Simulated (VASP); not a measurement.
# MoS2 in VASP: single point with PBE

Aim: the single point of MoS2 with PBE.

Program: VASP 6.6.1. These are calculated values, not measurements. Logs are shortened: lines on timing, memory, paths and dates and some standing lists are left out, and cuts for length are marked.

### 1 The cell of the first run

The cell holds a slab with vacuum, 6 atoms: a = 3.171 Å, b = 3.171 Å, c = 24.172 Å, α = 90.00°, β = 90.00°, γ = 120.00°.

### 2 Single point, PBE

INCAR reads:

```
SYSTEM = MoS2
PREC     = Accurate       ! precision mode
ENCUT    = 520            ! plane-wave cutoff, eV
EDIFF    = 1E-6           ! SCF threshold, eV
ISMEAR   = -1             ! smearing method
SIGMA    = 0.05           ! smearing width, eV
LREAL    = .FALSE.        ! projectors in reciprocal space
LASPH    = .TRUE.         ! aspherical terms in the spheres
NELM     = 100            ! most SCF steps
ALGO     = Normal         ! electronic algorithm
ISIF     = 2              ! what is computed and relaxed
LWAVE    = .FALSE.        ! write WAVECAR
LCHARG   = .TRUE.         ! write CHGCAR
LDIPOL   = .TRUE.       
IDIPOL   = 3            
DIPOL    = 0.5 0.5 0.500
GGA      = PE             ! functional
LELF     = .TRUE.         ! ELF
LVHAR    = .TRUE.       
LVACPOTAV= .TRUE.       
NBANDS   = 35             ! bands
```

KPOINTS reads:

```
Automatic mesh
0
G
  10 10 1
  0 0 0
```

POSCAR reads:

```
MoS2
1.0
    3.1710014916      0.0000000000      0.0000000000
   -1.5855007458      2.7461678472      0.0000000000
    0.0000000000      0.0000000000     24.1725000000
S Mo
4 2
Direct
    0.0000000000      0.0000000000      0.3102699348
    0.3333333333      0.6666666667      0.4367566449
    0.6666666667      0.3333333333      0.5632433551
    0.0000000000      0.0000000000      0.6897300652
    0.6666666667      0.3333333333      0.3735132899
    0.3333333333      0.6666666667      0.6264867101
```

Potentials or basis: VASP PAW PBE potentials, release 64 (S, Mo_sv).

Run with:

```
cat potpaw_PBE.64/S/POTCAR potpaw_PBE.64/Mo_sv/POTCAR > POTCAR
mpirun -np 1 vasp_std > vasp.out
```

OUTCAR:

```text
SYSTEM = MoS2
   PREC = Accurate
   ENCUT = 520
   EDIFF = 1E-6
   ISMEAR = -1
   LREAL = .FALSE.
   LASPH = .TRUE.
   NELM = 100
   ISIF = 2
   GGA = PE

 ion  position               nearest neighbor table
   1  0.000  0.000  0.310-   5 2.39   5 2.39   5 2.39
   2  0.333  0.667  0.437-   5 2.39   5 2.39   5 2.39
   3  0.667  0.333  0.563-   6 2.39   6 2.39   6 2.39
   4  0.000  0.000  0.690-   6 2.39   6 2.39   6 2.39
   5  0.667  0.333  0.374-   2 2.39   2 2.39   2 2.39   1 2.39   1 2.39   1 2.39
   6  0.333  0.667  0.626-   3 2.39   3 2.39   3 2.39   4 2.39   4 2.39   4 2.39

  LATTYP: Found a hexagonal cell.
 ALAT       =     3.1710014916
 C/A-ratio  =     7.6229860074

  Lattice vectors:

 A1 = (   3.1710014916,   0.0000000000,   0.0000000000)
 A2 = (  -1.5855007458,   2.7461678472,   0.0000000000)
 A3 = (   0.0000000000,   0.0000000000,  24.1725000000)

Analysis of symmetry for initial positions (statically):
=====================================================================
 Subroutine PRICEL returns:
 Original cell was already a primitive cell.

 Routine SETGRP: Setting up the symmetry group for a
 hexagonal supercell.

 Subroutine GETGRP returns: Found 12 space group operations
 (whereof 12 operations were pure point group operations)
 out of a pool of 24 trial point group operations.

The static configuration has the point symmetry D_3d.

Analysis of symmetry for dynamics (positions and initial velocities):
=====================================================================
 Subroutine PRICEL returns:
 Original cell was already a primitive cell.

 Routine SETGRP: Setting up the symmetry group for a
 hexagonal supercell.

 Subroutine GETGRP returns: Found 12 space group operations
 (whereof 12 operations were pure point group operations)
 out of a pool of 24 trial point group operations.

The dynamic configuration has the point symmetry D_3d.

 Subroutine INISYM returns: Found 12 space group operations
 (whereof 12 operations are pure point group operations),
 and found     1 'primitive' translations

----------------------------------------------------------------------------------------

                                     Primitive cell

  volume of cell :     210.4966

  direct lattice vectors                    reciprocal lattice vectors
     3.171001492  0.000000000  0.000000000     0.315357783  0.182071901  0.000000000
    -1.585500746  2.746167847  0.000000000     0.000000000  0.364143802  0.000000000
     0.000000000  0.000000000 24.172500000     0.000000000  0.000000000  0.041369325

  length of vectors
     3.171001492  3.171001492 24.172500000     0.364143802  0.364143802  0.041369325

  position of ions in fractional coordinates (direct lattice)
     0.000000000  0.000000000  0.310269935
     0.333333333  0.666666667  0.436756645
     0.666666667  0.333333333  0.563243355
     0.000000000  0.000000000  0.689730065
     0.666666667  0.333333333  0.373513290
     0.333333333  0.666666667  0.626486710

  ion indices of the primitive-cell ions
   primitive index   ion index
                 1           1
                 2           2
                 3           3
                 4           4
                 5           5
                 6           6

----------------------------------------------------------------------------------------

 KPOINTS: Automatic mesh

Automatic generation of k-mesh.
 Grid dimensions read from file:
 generate k-points for:   10   10    1

 Generating k-lattice:

  Cartesian coordinates                     Fractional coordinates (reciprocal lattice)
     0.031535778  0.018207190  0.000000000     0.100000000 -0.000000000  0.000000000
     0.000000000  0.036414380  0.000000000     0.000000000  0.100000000  0.000000000
     0.000000000  0.000000000  0.041369325     0.000000000  0.000000000  1.000000000

  Length of vectors
     0.036414380  0.036414380  0.041369325

  Shift w.r.t. Gamma in fractional coordinates (k-lattice)
     0.000000000  0.000000000  0.000000000

 Subroutine IBZKPT returns following result:
 ===========================================

 Found     14 irreducible k-points:

 Following reciprocal coordinates:
            Coordinates               Weight
  0.000000  0.000000  0.000000      1.000000
  0.100000  0.000000  0.000000      6.000000
  0.200000  0.000000  0.000000      6.000000
  0.300000 -0.000000  0.000000      6.000000
  0.400000 -0.000000  0.000000      6.000000
  0.500000 -0.000000  0.000000      3.000000
  0.100000  0.100000  0.000000      6.000000
  0.200000  0.100000  0.000000     12.000000
  0.300000  0.100000  0.000000     12.000000
  0.400000  0.100000  0.000000     12.000000
  0.200000  0.200000  0.000000      6.000000
  0.300000  0.200000  0.000000     12.000000
  0.400000  0.200000  0.000000      6.000000
  0.300000  0.300000  0.000000      6.000000
   k-points           NKPTS =     14   k-points in BZ     NKDIM =     14   number of bands    NBANDS=     35
   number of dos      NEDOS =    301   number of ions     NIONS =      6
   total plane-waves  NPLWV = 103680
   dimension x,y,z NGX =    24 NGY =   24 NGZ =  180
   dimension x,y,z NGXF=    48 NGYF=   48 NGZF=  360
   ions per type =               4   2
   NGX,Y,Z   is equivalent  to a cutoff of  12.58, 12.58, 12.38 a.u.
   NGXF,Y,Z  is equivalent  to a cutoff of  25.16, 25.16, 24.76 a.u.
 SYSTEM =  MoS2
   PREC   = accura    normal or accurate (medium, high low for compatibility)
   ISTART =      0    job   : 0-new  1-cont  2-samecut
   ICHARG =      2    charge: 1-file 2-atom 10-const
   ISPIN  =      1    spin polarized calculation?
   LNONCOLLINEAR =      F non collinear calculations
   LSORBIT =      F    spin-orbit coupling
   LASPH  =      T    aspherical Exc in radial PAW
   ENCUT  =  520.0 eV  38.22 Ry    6.18 a.u.   5.90  5.90 44.94*2*pi/ulx,y,z
   NELM   =    100;   NELMIN=  2; NELMDL= -5     # of ELM steps
   EDIFF  = 0.1E-05   stopping-criterion for ELM
   LREAL  =      F    real-space projection
   EDIFFG = 0.1E-04   stopping-criterion for IOM
   NSW    =      0    number of steps for IOM
   IBRION =     -1    ionic relax: 0-MD 1-quasi-New 2-CG
   NFREE  =      0    steps in history (QN), initial steepest desc. (CG)
   ISIF   =      2    stress and relaxation
   ISYM   =      2    0-nonsym 1-usesym 2-fastsym
   POTIM  = 0.5000    time-step for ionic-motion
   TEBEG  =    0.0;   TEEND  =   0.0 temperature during run
   PSTRESS=    0.0 pullay stress
   NELECT =      52.0000    total number of electrons
   NUPDOWN=      -1.0000    fix difference up-down
   EMIN   =  10.00;   EMAX   =-10.00  energy-range for DOS
   EFERMI =   0.00;   METHOD = LEGACY
   ISMEAR =    -1;   SIGMA  =   0.05  broadening in eV -4-tet -1-fermi 0-gaus
   EFERMI_NEDOS =   21; number of points for ismear=-14 and -15
   IALGO  =     38    algorithm
   IMIX   =      4    mixing-type and parameters
     AMIX     =   0.40;   BMIX     =  1.00
     AMIX_MAG =   1.60;   BMIX_MAG =  1.00
  volume/ion in A,a.u.               =      35.08       236.75
  Fermi-wavevector in a.u.,A,eV,Ry     =   1.027214  1.941153 14.356439  1.055169
  Thomas-Fermi vector in A             =   2.161147
   LORBIT       =      0    0 simple, 1 ext, 2 COOP (PROOUT), +10 PAW based schemes
   GGA     = PE    functional components
   LHFCALC =     F    Hartree Fock is set to
   AEXX    =    0.0000 exact exchange contribution
   IVDW    =     0    specifies the selected vdW correction
   LEPSILON=     F    determine dielectric tensor
   LRPA    =     F    only Hartree local field effects (RPA)
 non-spin polarized calculation
  energy-cutoff  :      520.00
  volume of cell :      210.50
 maximum number of plane-waves:      5692
 NGX is ok and might be reduce to    24
   NGX = 11   NGY = 11   NGZ = 89

 dipolmoment           0.000000      0.000000      0.000000 electrons x Angstroem

 number of electron      52.0000000 magnetization

 dipolmoment           0.000000      0.000000     -0.000000 electrons x Angstroem

 Free energy of the ion-electron system (eV)
  ---------------------------------------------------
  ext. energy  EPLUGINS =         0.00000000
  ---------------------------------------------------
  free energy    TOTEN  =       -41.91227013 eV

  energy without entropy =      -41.90036807  energy(sigma->0) =      -41.90631910

 E-fermi :   1.4567     XC(G=0):  -5.8920

 val. band max:        1.4002029418   @ k =   0.2000   0.2000   0.0000
 cond. band min:       1.4685099286   @ k =   0.1000   0.0000   0.0000
 fundamental gap:      0.0683069867
 Fermi energy:         1.4566725999

 k-point     1 :       0.0000    0.0000    0.0000
  band No.  band energies     occupation
      1     -60.3632      2.00000
      2     -60.3632      2.00000
      3     -34.4352      2.00000
      4     -34.4352      2.00000
      5     -34.3593      2.00000
      6     -34.3593      2.00000
[... 27 lines left out ...]
     34       4.9027      0.00000
     35       5.9922      0.00000

 k-point     2 :       0.1000    0.0000    0.0000
  band No.  band energies     occupation
      1     -60.3594      2.00000
      2     -60.3594      2.00000
      3     -34.4275      2.00000
      4     -34.4275      2.00000
      5     -34.3980      2.00000
      6     -34.3980      2.00000
[... 27 lines left out ...]
     34       4.8271      0.00000
     35       6.2141      0.00000

 k-point     3 :       0.2000    0.0000    0.0000
  band No.  band energies     occupation
      1     -60.3493      2.00000
      2     -60.3493      2.00000
      3     -34.4983      2.00000
      4     -34.4983      2.00000
      5     -34.4071      2.00000
      6     -34.4071      2.00000
[... 27 lines left out ...]
     34       4.7831      0.00000
     35       6.8214      0.00000
[... 343 lines left out ...]
 k-point    13 :       0.4000    0.2000    0.0000
  band No.  band energies     occupation
      1     -60.3198      2.00000
      2     -60.3198      2.00000
      3     -34.7060      2.00000
      4     -34.7060      2.00000
      5     -34.5373      2.00000
      6     -34.5373      2.00000
[... 27 lines left out ...]
     34       5.7198      0.00000
     35       8.1264      0.00000

 k-point    14 :       0.3000    0.3000    0.0000
  band No.  band energies     occupation
      1     -60.3186      2.00000
      2     -60.3186      2.00000
      3     -34.6668      2.00000
      4     -34.6668      2.00000
      5     -34.5915      2.00000
      6     -34.5915      2.00000
[... 27 lines left out ...]
     34       5.4789      0.00000
     35       8.3198      0.00000

------------------------ aborting loop because EDIFF is reached ----------------------------------------

  FORCE on cell =-STRESS in cart. coord.  units (eV):
  Direction    XX          YY          ZZ          XY          YZ          ZX
  --------------------------------------------------------------------------------------
  -------------------------------------------------------------------------------------
  Total        4.0946458      4.0946458      6.8634502      0.0000000      0.0000000      0.0000000
  in kB       31.1660544     31.1660544     52.2405783      0.0000000      0.0000000      0.0000000
  external PRESSURE =      38.1908957 kB  Pullay stress =       0.0000000 kB

 VOLUME and BASIS-vectors are now :
 -----------------------------------------------------------------------------
  energy-cutoff  :      520.00
  volume of cell :      210.50
      direct lattice vectors                 reciprocal lattice vectors
     3.171001492  0.000000000  0.000000000     0.315357783  0.182071901  0.000000000
    -1.585500746  2.746167847  0.000000000     0.000000000  0.364143802  0.000000000
     0.000000000  0.000000000 24.172500000     0.000000000  0.000000000  0.041369325

 POSITION                                       TOTAL-FORCE (eV/Angst)
 -----------------------------------------------------------------------------------
      0.00000      0.00000      7.50000         0.000000     -0.000000     -1.095766
     -0.00000      1.83078     10.55750         0.000000     -0.000000      1.001963
      1.58550      0.91539     13.61500        -0.000000      0.000000     -1.001963
      0.00000      0.00000     16.67250         0.000000     -0.000000      1.095766
      1.58550      0.91539      9.02875        -0.000000      0.000000      0.013173
     -0.00000      1.83078     15.14375        -0.000000      0.000000     -0.013173
 -----------------------------------------------------------------------------------
    total drift:                               -0.000000     -0.000000     -0.000000

  FREE ENERGIE OF THE ION-ELECTRON SYSTEM (eV)
  ---------------------------------------------------
  free  energy   TOTEN  =       -41.9122701285 eV

  energy  without entropy=      -41.9003680695  energy(sigma->0) =      -41.90631910

 vacuum level on the upper side and lower side of the slab         6.511         6.511
```

It took 5.1 min on 1 thread of AMD EPYC 7R13, shared host; peak memory 0.32 GiB.

Results:

```yaml
Free_energy: -41.9123 eV
Largest_force: 1.096 eV/Å
Band_gap_on_the_k_mesh: zero (bands 26 and 27 overlap by 0.66 eV)
```

Forces in eV/Å, atoms in the order of the input:
```
S    0.000  0.000 -1.096
S    0.000  0.000  1.002
S    0.000  0.000 -1.002
S    0.000  0.000  1.096
Mo   0.000  0.000  0.013
Mo   0.000  0.000 -0.013
```

The gap in the log of VASP goes by the Fermi energy; the results here count the filled bands.